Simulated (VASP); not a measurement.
# Nb2B (P6/mmm) in VASP: a series of runs

Nb2B is run at these levels: r2SCAN, r2SCAN+U; tasks: single point.

Everything below comes from runs of VASP 6.6.1. Logs are shortened: lines on timing, memory, paths and dates and some standing lists are left out, and cuts for length are marked.

**1. The cell of the first run**

Symmetry: P6/mmm, No. 191, hexagonal system. The conventional cell has a = 4.408 Å, b = 4.408 Å, c = 2.669 Å, α = 90.00°, β = 90.00°, γ = 120.00°. Nb (site symmetry -6m2) has 5 Nb at 2.54 to 2.67 Å and 6 B at 2.87 Å within 3.4 Å. Within 3.5 Å of B (site symmetry 6/mmm) lie 2 B at 2.67 Å and 12 Nb at 2.87 Å.

**2. Single point, r2SCAN**

Contents of POSCAR:

```
Nb2B
1.0
    4.4076000000      0.0000000000      0.0000000000
   -2.2038000000      3.8171000000      0.0000000000
    0.0000000000      0.0000000000      2.6685500000
Nb B
2 1
Direct
    0.3333300000      0.6666700000      0.5000000000
    0.6666700000      0.3333300000      0.5000000000
    0.0000000000      0.0000000000      0.0000000000
```

Contents of INCAR.step1:

```
PREC = Accurate ; ENCUT = 520
ISMEAR = -1 ; SIGMA = 0.05
LREAL = False ; LASPH = True
NELM = 60 ; NBANDS = 22
GGA = PE ; ALGO = Normal
EDIFF = 1E-4 ; LWAVE = True
LCHARG = False
```

Contents of INCAR.step2:

```
PREC = Accurate ; ENCUT = 520
EDIFF = 1E-6 ; ISMEAR = -1
SIGMA = 0.05 ; LREAL = False
LASPH = True ; NELM = 60
ALGO = Normal ; ISIF = 2
LWAVE = False ; LCHARG = False
METAGGA = R2SCAN ; LMIXTAU = True
NBANDS = 22 ; ISTART = 1
```

Contents of KPOINTS:

```
Automatic mesh
0
Gamma
  7 7 10
```

Potentials or basis: VASP PAW PBE potentials, release 64 (Nb_sv, B).

The run is started by

```bash
$ cat potpaw_PBE.64/Nb_sv/POTCAR potpaw_PBE.64/B/POTCAR > POTCAR
$ cp INCAR.step1 INCAR
$ mpirun -np 1 vasp_std > vasp.out
$ cp INCAR.step2 INCAR
$ mpirun -np 1 vasp_std > vasp.out
```

OUTCAR:

```text
PREC = Accurate
   ENCUT = 520
   EDIFF = 1E-6
   ISMEAR = -1
   LREAL = False
   LASPH = True
   NELM = 60
   ISIF = 2
   METAGGA = R2SCAN
   ISTART = 1

 ion  position               nearest neighbor table
   1  0.333  0.667  0.500-   2 2.54   2 2.54   2 2.54
   2  0.667  0.333  0.500-   1 2.54   1 2.54   1 2.54
   3  0.000  0.000  0.000-

  LATTYP: Found a hexagonal cell.
 ALAT       =     4.4076000000
 C/A-ratio  =     0.6054428714

  Lattice vectors:

 A1 = (   4.4076000000,   0.0000000000,   0.0000000000)
 A2 = (  -2.2038000000,   3.8171000000,   0.0000000000)
 A3 = (   0.0000000000,   0.0000000000,   2.6685500000)

Analysis of symmetry for initial positions (statically):
=====================================================================
 Subroutine PRICEL returns:
 Original cell was already a primitive cell.

 Routine SETGRP: Setting up the symmetry group for a
 hexagonal supercell.

 Subroutine GETGRP returns: Found  8 space group operations
 (whereof  8 operations were pure point group operations)
 out of a pool of 24 trial point group operations.

The static configuration has the point symmetry D_2h.

Analysis of symmetry for dynamics (positions and initial velocities):
=====================================================================
 Subroutine PRICEL returns:
 Original cell was already a primitive cell.

 Routine SETGRP: Setting up the symmetry group for a
 hexagonal supercell.

 Subroutine GETGRP returns: Found  8 space group operations
 (whereof  8 operations were pure point group operations)
 out of a pool of 24 trial point group operations.

The dynamic configuration has the point symmetry D_2h.

 Subroutine INISYM returns: Found  8 space group operations
 (whereof  8 operations are pure point group operations),
 and found     1 'primitive' translations

----------------------------------------------------------------------------------------

                                     Primitive cell

  volume of cell :      44.8964

  direct lattice vectors                    reciprocal lattice vectors
     4.407600000  0.000000000  0.000000000     0.226880842  0.130989495  0.000000000
    -2.203800000  3.817100000  0.000000000     0.000000000  0.261978989  0.000000000
     0.000000000  0.000000000  2.668550000     0.000000000  0.000000000  0.374735343

  length of vectors
     4.407600000  4.407605569  2.668550000     0.261979320  0.261978989  0.374735343

  position of ions in fractional coordinates (direct lattice)
     0.333330000  0.666670000  0.500000000
     0.666670000  0.333330000  0.500000000
     0.000000000  0.000000000  0.000000000

  ion indices of the primitive-cell ions
   primitive index   ion index
                 1           1
                 2           2
                 3           3

----------------------------------------------------------------------------------------

 KPOINTS: Automatic mesh

Automatic generation of k-mesh.
 Grid dimensions read from file:
 generate k-points for:    7    7   10

 Generating k-lattice:

  Cartesian coordinates                     Fractional coordinates (reciprocal lattice)
     0.032411549  0.018712785  0.000000000     0.142857143  0.000000000  0.000000000
     0.000000000  0.037425570  0.000000000     0.000000000  0.142857143  0.000000000
     0.000000000  0.000000000  0.037473534     0.000000000  0.000000000  0.100000000

  Length of vectors
     0.037425617  0.037425570  0.037473534

  Shift w.r.t. Gamma in fractional coordinates (k-lattice)
     0.000000000  0.000000000  0.000000000

 Subroutine IBZKPT returns following result:
 ===========================================

 Found     96 irreducible k-points:

 Following reciprocal coordinates:
            Coordinates               Weight
  0.000000  0.000000  0.000000      1.000000
  0.142857 -0.000000  0.000000      4.000000
 -0.142857  0.142857  0.000000      2.000000
  0.285714  0.000000  0.000000      4.000000
 -0.285714  0.285714  0.000000      2.000000
  0.428571  0.000000  0.000000      4.000000
[... 16 lines left out ...]
 -0.428571  0.428571  0.100000      4.000000
  0.142857  0.142857  0.100000      4.000000
 [... further k-points ...]
   k-points           NKPTS =     96   k-points in BZ     NKDIM =     96   number of bands    NBANDS=     22
   number of dos      NEDOS =    301   number of ions     NIONS =      3
   total plane-waves  NPLWV =  25920
   dimension x,y,z NGX =    36 NGY =   36 NGZ =   20
   dimension x,y,z NGXF=    72 NGYF=   72 NGZF=   40
   ions per type =               2   1
   NGX,Y,Z   is equivalent  to a cutoff of  13.58, 13.58, 12.46 a.u.
   NGXF,Y,Z  is equivalent  to a cutoff of  27.16, 27.16, 24.92 a.u.
 SYSTEM =  unknown system
   PREC   = accura    normal or accurate (medium, high low for compatibility)
   ISTART =      1    job   : 0-new  1-cont  2-samecut
   ICHARG =      0    charge: 1-file 2-atom 10-const
   ISPIN  =      1    spin polarized calculation?
   LNONCOLLINEAR =      F non collinear calculations
   LSORBIT =      F    spin-orbit coupling
   LASPH  =      T    aspherical Exc in radial PAW
   ENCUT  =  520.0 eV  38.22 Ry    6.18 a.u.   8.20  8.20  4.96*2*pi/ulx,y,z
   NELM   =     60;   NELMIN=  2; NELMDL=  0     # of ELM steps
   EDIFF  = 0.1E-05   stopping-criterion for ELM
   LREAL  =      F    real-space projection
   EDIFFG = 0.1E-04   stopping-criterion for IOM
   NSW    =      0    number of steps for IOM
   IBRION =     -1    ionic relax: 0-MD 1-quasi-New 2-CG
   NFREE  =      0    steps in history (QN), initial steepest desc. (CG)
   ISIF   =      2    stress and relaxation
   ISYM   =      2    0-nonsym 1-usesym 2-fastsym
   POTIM  = 0.5000    time-step for ionic-motion
   TEBEG  =    0.0;   TEEND  =   0.0 temperature during run
   PSTRESS=    0.0 pullay stress
   NELECT =      29.0000    total number of electrons
   NUPDOWN=      -1.0000    fix difference up-down
   EMIN   =  10.00;   EMAX   =-10.00  energy-range for DOS
   EFERMI =   0.00;   METHOD = LEGACY
   ISMEAR =    -1;   SIGMA  =   0.05  broadening in eV -4-tet -1-fermi 0-gaus
   EFERMI_NEDOS =   21; number of points for ismear=-14 and -15
   IALGO  =     38    algorithm
   IMIX   =      4    mixing-type and parameters
     AMIX     =   0.40;   BMIX     =  1.00
     AMIX_MAG =   1.60;   BMIX_MAG =  1.00
  volume/ion in A,a.u.               =      14.97       100.99
  Fermi-wavevector in a.u.,A,eV,Ry     =   1.415154  2.674254 27.247869  2.002662
  Thomas-Fermi vector in A             =   2.536622
   LORBIT       =      0    0 simple, 1 ext, 2 COOP (PROOUT), +10 PAW based schemes
   METAGGA = R2SCAN    functional components
   LHFCALC =     F    Hartree Fock is set to
   AEXX    =    0.0000 exact exchange contribution
   IVDW    =     0    specifies the selected vdW correction
   LEPSILON=     F    determine dielectric tensor
   LRPA    =     F    only Hartree local field effects (RPA)
 non-spin polarized calculation
  energy-cutoff  :      520.00
  volume of cell :       44.90
 maximum number of plane-waves:      1228
 NGX is ok and might be reduce to    36
   NGX = 17   NGY = 17   NGZ =  9

 number of electron      29.0000002 magnetization

 Free energy of the ion-electron system (eV)
  ---------------------------------------------------
  ext. energy  EPLUGINS =         0.00000000
  ---------------------------------------------------
  free energy    TOTEN  =       -54.21823038 eV

  energy without entropy =      -54.20774633  energy(sigma->0) =      -54.21298835

 E-fermi :  10.4726     XC(G=0): -13.2230

 val. band max:       10.4505590769   @ k =  -0.2857  -0.4286   0.2000
 cond. band min:      10.4969690747   @ k =  -0.4286   0.4286   0.3000
 fundamental gap:      0.0464099977
 Fermi energy:        10.4725670115

 k-point     1 :       0.0000    0.0000    0.0000
  band No.  band energies     occupation
      1     -46.2919      2.00000
      2     -45.6941      2.00000
      3     -22.3045      2.00000
      4     -22.3043      2.00000
      5     -20.7223      2.00000
      6     -20.6488      2.00000
[... 14 lines left out ...]
     21      16.3648      0.00000
     22      16.6576      0.00000

 k-point     2 :       0.1429   -0.0000    0.0000
  band No.  band energies     occupation
      1     -46.2668      2.00000
      2     -45.7214      2.00000
      3     -22.3355      2.00000
      4     -22.2478      2.00000
      5     -20.7082      2.00000
      6     -20.7058      2.00000
[... 14 lines left out ...]
     21      15.6678      0.00000
     22      15.6737      0.00000

 k-point     3 :      -0.1429    0.1429    0.0000
  band No.  band energies     occupation
      1     -46.2668      2.00000
      2     -45.7214      2.00000
      3     -22.3357      2.00000
      4     -22.2476      2.00000
      5     -20.7084      2.00000
      6     -20.7058      2.00000
[... 14 lines left out ...]
     21      15.6677      0.00000
     22      15.6739      0.00000

 k-point     4 :       0.2857    0.0000    0.0000
  band No.  band energies     occupation
      1     -46.1984      2.00000
      2     -45.7947      2.00000
      3     -22.4011      2.00000
      4     -22.1027      2.00000
      5     -20.8591      2.00000
      6     -20.6610      2.00000
[... 14 lines left out ...]
     21      15.9199      0.00000
     22      16.0097      0.00000

 k-point     5 :      -0.2857    0.2857    0.0000
  band No.  band energies     occupation
      1     -46.1985      2.00000
      2     -45.7947      2.00000
      3     -22.4012      2.00000
      4     -22.1026      2.00000
      5     -20.8592      2.00000
      6     -20.6610      2.00000
[... 417 lines left out ...]
 k-point    22 :       0.4286    0.0000    0.1000
  band No.  band energies     occupation
      1     -46.0931      2.00000
      2     -45.8587      2.00000
      3     -22.4251      2.00000
      4     -21.9333      2.00000
      5     -20.9929      2.00000
      6     -20.7891      2.00000
[... 14 lines left out ...]
     21      15.6807      0.00000
     22      16.4672      0.00000

 k-point    23 :      -0.4286    0.4286    0.1000
  band No.  band energies     occupation
      1     -46.0932      2.00000
      2     -45.8586      2.00000
      3     -22.4253      2.00000
      4     -21.9332      2.00000
      5     -20.9930      2.00000
      6     -20.7891      2.00000
[... 14 lines left out ...]
     21      15.6808      0.00000
     22      16.4673      0.00000

 k-point    24 :       0.1429    0.1429    0.1000
  band No.  band energies     occupation
      1     -46.1963      2.00000
      2     -45.7502      2.00000
      3     -22.3693      2.00000
      4     -22.1089      2.00000
      5     -20.8664      2.00000
      6     -20.8062      2.00000
[... 14 lines left out ...]
     21      15.3289      0.00000
     22      15.9051      0.00000

 [... further k-points ...]

------------------------ aborting loop because EDIFF is reached ----------------------------------------

  FORCE on cell =-STRESS in cart. coord.  units (eV):
  Direction    XX          YY          ZZ          XY          YZ          ZX
  --------------------------------------------------------------------------------------
  -------------------------------------------------------------------------------------
  Total       -0.4472683     -0.4464071     -0.2099505      0.0007471      0.0000000      0.0000000
  in kB      -15.9612779    -15.9305447     -7.4923229      0.0266623      0.0000000      0.0000000
  external PRESSURE =     -13.1280485 kB  Pullay stress =       0.0000000 kB

 VOLUME and BASIS-vectors are now :
 -----------------------------------------------------------------------------
  energy-cutoff  :      520.00
  volume of cell :       44.90
      direct lattice vectors                 reciprocal lattice vectors
     4.407600000  0.000000000  0.000000000     0.226880842  0.130989495  0.000000000
    -2.203800000  3.817100000  0.000000000     0.000000000  0.261978989  0.000000000
     0.000000000  0.000000000  2.668550000     0.000000000  0.000000000  0.374735343

 POSITION                                       TOTAL-FORCE (eV/Angst)
 -----------------------------------------------------------------------------------
     -0.00002      2.54475      1.33428         0.000435     -0.000251      0.000000
      2.20382      1.27235      1.33428        -0.000435      0.000251      0.000000
      0.00000      0.00000      0.00000         0.000000      0.000000      0.000000
 -----------------------------------------------------------------------------------
    total drift:                                0.000000     -0.000000      0.000000

  FREE ENERGIE OF THE ION-ELECTRON SYSTEM (eV)
  ---------------------------------------------------
  free  energy   TOTEN  =       -54.2182303756 eV

  energy  without entropy=      -54.2077463268  energy(sigma->0) =      -54.21298835
```

Run time: 2.4 min. Hardware: 1 thread of Intel Xeon 6975P-C (Granite Rapids), shared host; peak memory 0.22 GiB.

What came out:

- Free energy: -54.2182 eV
- Pressure: -1.3 GPa
- Band gap on the k mesh: zero (an odd number of electrons rules out a gap without spin polarisation)

Stress tensor (GPa, compression positive):
```
-1.60  0.00  0.00
 0.00 -1.59  0.00
 0.00  0.00 -0.75
```

Levels at points of the mesh, in eV from the Fermi level:
```
           k point  band 13  band 14  band 15  band 16  band 17  band 18
(0.00, 0.00, 0.00)    -1.52    -0.03    -0.03     2.24     2.42     2.42
(0.00, 0.00, 0.50)    -1.73    -1.73     0.46     0.46     1.21     1.21
```

Caveat: the PAW data sets were made with another functional, which shifts forces and pressure a little.

**3. Single point, r2SCAN+U**

POSCAR is that of step 2.

Contents of INCAR.step1:

```
PREC = Accurate
ENCUT = 520
ISMEAR = -1
SIGMA = 0.05
LREAL = False
LASPH = True
NELM = 150
LMAXMIX = 4
LDAU = True
LDAUTYPE = 2
LDAUL = 2 -1
LDAUU = 2 0
LDAUJ = 0 0
NBANDS = 22
GGA = PE
ALGO = Normal
EDIFF = 1E-4
LWAVE = True
LCHARG = False
```

Contents of INCAR.step2:

```
PREC = Accurate
ENCUT = 520
EDIFF = 1E-6
ISMEAR = -1
SIGMA = 0.05
LREAL = False
LASPH = True
NELM = 150
ALGO = Normal
ISIF = 2
LWAVE = False
LCHARG = False
LMAXMIX = 4
LDAU = True
LDAUTYPE = 2
LDAUL = 2 -1
LDAUU = 2 0
LDAUJ = 0 0
LDAUPRINT = 1
METAGGA = R2SCAN
LMIXTAU = True
NBANDS = 22
ISTART = 1
```

KPOINTS is that of step 2.

Potentials or basis: VASP PAW PBE potentials, release 64 (Nb_sv, B).

The run is started by

```bash
$ cat potpaw_PBE.64/Nb_sv/POTCAR potpaw_PBE.64/B/POTCAR > POTCAR
$ cp INCAR.step1 INCAR
$ mpirun -np 1 vasp_std > vasp.out
$ cp INCAR.step2 INCAR
$ mpirun -np 1 vasp_std > vasp.out
```

Wall time 2.5 min (1 thread of Intel Xeon 6975P-C (Granite Rapids), shared host); peak memory 0.22 GiB.

The run converged. Its results:

```
Free energy            : -50.4349 eV
Pressure               : 3.5 GPa
Band gap on the k mesh : zero (an odd number of electrons rules out a gap without spin polarisation)
```

Stress tensor (GPa, compression positive):
```
3.48 0.00 0.00
0.00 3.49 0.00
0.00 0.00 3.41
```

Levels at points of the mesh, in eV from the Fermi level:
```csv
k point,band 12,band 13,band 14,band 15,band 16,band 17
"(0.00, 0.00, 0.00)",-3.61,-1.62,0.02,0.02,2.11,2.81
"(0.00, 0.00, 0.50)",-3.31,-1.60,-1.60,0.51,0.51,1.31
```

Eigenvalues of the final occupation matrices:
| site | spin | trace | eigenvalues |
| --- | --- | --- | --- |
| site 1 d | 1 | 1.32 | 0.16 0.16 0.30 0.30 0.41 |
| site 1 d | 2 | 1.32 | 0.16 0.16 0.30 0.30 0.41 |
| site 2 d | 1 | 1.32 | 0.16 0.16 0.30 0.30 0.41 |
| site 2 d | 2 | 1.32 | 0.16 0.16 0.30 0.30 0.41 |

Caveat: the cell stands under pressure; the PAW data sets were made with another functional, which shifts forces and pressure a little; U without spin polarisation on a metal has little footing; the U is typed as a test and isn't derived for this compound.

**4. Single point, r2SCAN+U**

POSCAR is that of step 3.

Contents of INCAR.step1:

```
  PREC = Accurate
  ENCUT = 520
  ISMEAR = -1
  SIGMA = 0.05
  LREAL = F
  LASPH = T
  NELM = 150
  LMAXMIX = 4
  LDAU = T
  LDAUTYPE = 2
  LDAUL = 2 -1
  LDAUU = 3 0
  LDAUJ = 0 0
  NBANDS = 22
  GGA = PE
  ALGO = Normal
  EDIFF = 1E-4
  LWAVE = T
  LCHARG = F
```

Contents of INCAR.step2:

```
  PREC = Accurate
  ENCUT = 520
  EDIFF = 1E-6
  ISMEAR = -1
  SIGMA = 0.05
  LREAL = F
  LASPH = T
  NELM = 150
  ALGO = Normal
  ISIF = 2
  LWAVE = F
  LCHARG = T
  LMAXMIX = 4
  LDAU = T
  LDAUTYPE = 2
  LDAUL = 2 -1
  LDAUU = 3 0
  LDAUJ = 0 0
  LDAUPRINT = 1
  METAGGA = R2SCAN
  LMIXTAU = T
  LELF = T
  LVHAR = T
  NBANDS = 22
  ISTART = 1
```

KPOINTS is that of step 3.

The run is started by

```bash
$ cat potpaw_PBE.64/Nb_sv/POTCAR potpaw_PBE.64/B/POTCAR > POTCAR
$ cp INCAR.step1 INCAR
$ mpirun -np 1 vasp_std > vasp.out
$ cp INCAR.step2 INCAR
$ mpirun -np 1 vasp_std > vasp.out
```

Run time: 2.3 min. Hardware: 1 thread of Intel Xeon 6975P-C (Granite Rapids), shared host; peak memory 0.22 GiB.

The run converged. Its results:

```
Free energy            : -48.6014 eV
Pressure               : 5.9 GPa
Band gap on the k mesh : zero (an odd number of electrons rules out a gap without spin polarisation)
```

Stress tensor (GPa, compression positive):
```
6.15 0.00 0.00
0.00 6.15 0.00
0.00 0.00 5.41
```

Levels at points of the mesh, in eV from the Fermi level:
| k point | band 11 | band 12 | band 13 | band 14 | band 15 | band 16 | band 17 | band 18 |
| --- | --- | --- | --- | --- | --- | --- | --- | --- |
| (0.00, 0.00, 0.00) | -3.61 | -3.61 | -1.67 | 0.05 | 0.05 | 2.05 | 3.02 | 3.02 |
| (0.00, 0.00, 0.50) | -3.18 | -3.18 | -1.54 | -1.54 | 0.54 | 0.54 | 1.37 | 1.37 |

Eigenvalues of the final occupation matrices:
```tsv
site	spin	trace	eigenvalues
site 1 d	1	1.29	0.15 0.15 0.29 0.29 0.41
site 1 d	2	1.29	0.15 0.15 0.29 0.29 0.41
site 2 d	1	1.29	0.15 0.15 0.29 0.29 0.41
site 2 d	2	1.29	0.15 0.15 0.29 0.29 0.41
```

Caveat: the cell stands under pressure; the PAW data sets were made with another functional, which shifts forces and pressure a little; U without spin polarisation on a metal has little footing; the U is typed as a test and isn't derived for this compound.

**5. Overview**

```csv
level,U,gap on the mesh (eV),pressure (GPa)
r2SCAN,-,none,-1.3
r2SCAN+U,Nb d U = 2.0 eV,none,3.5
r2SCAN+U,Nb d U = 3.0 eV,none,5.9
```

Alike in all rows: task single point; potentials or basis VASP PAW PBE potentials, release 64 (Nb_sv, B); no spin polarisation; cell as given; k mesh 7 × 7 × 10; cutoff (eV) 520; smearing fermi-dirac 0.05 eV.

The pressure there spans -1.3 GPa (r2SCAN) to 5.9 GPa (r2SCAN+U); a positive pressure means that this level wants a larger cell, a negative one a smaller.

Caveats: the PAW data sets were made with another functional, which shifts forces and pressure a little; the cell stands under pressure (at least some runs); U without spin polarisation on a metal has little footing (at least some runs); the U is typed as a test and isn't derived for this compound (at least some runs).

Total energies depend on the potentials used, so only differences within one code and one set of settings carry meaning.
